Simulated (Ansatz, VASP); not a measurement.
BN in VASP and in Ansatz

```
CELL_PARAMETERS angstrom
0.01360 1.81300 1.81300
1.82660 0.00000 1.82660
1.81300 1.81300 0.01360
ATOMIC_POSITIONS crystal
B 0.00000 0.00000 0.00000
N 0.75000 0.75000 0.75000
```

Change from the starting cell: strain +0.0150 x Voigt [0, 0, 0, 0, 1, 0], atoms carried along.

Alike in both runs: task single point; functional r2SCAN; k mesh 12 × 12 × 12; occupations gaussian, width 0.05 eV; no spin polarisation.

```csv
,VASP,Ansatz
version,VASP 6.6.1,Ansatz 0.2.0
potentials or method,"VASP PAW PBE potentials, release 64 (B, N), cutoff 520 eV","scalar-relativistic, plane waves, PAW"
valence electrons in the cell,8,8
```

```tsv
	VASP	Ansatz	Ansatz less VASP
gap on the k mesh at the Fermi level (eV)	4.92	4.94	+0.020
least direct gap on the mesh (eV)	9.25	9.29	+0.036
pressure (GPa)	-4.0	-5.1	-1.07
traceless stress, the component that is largest in VASP (GPa)	-6.82	-6.77	+0.044
rms of the force components (eV/Å)	0.003	0.001	-0.0020
```

VASP's potentials were made for PBE, not for r2SCAN. Atom by atom the forces differ by 0.002 eV/Å (rms over components).
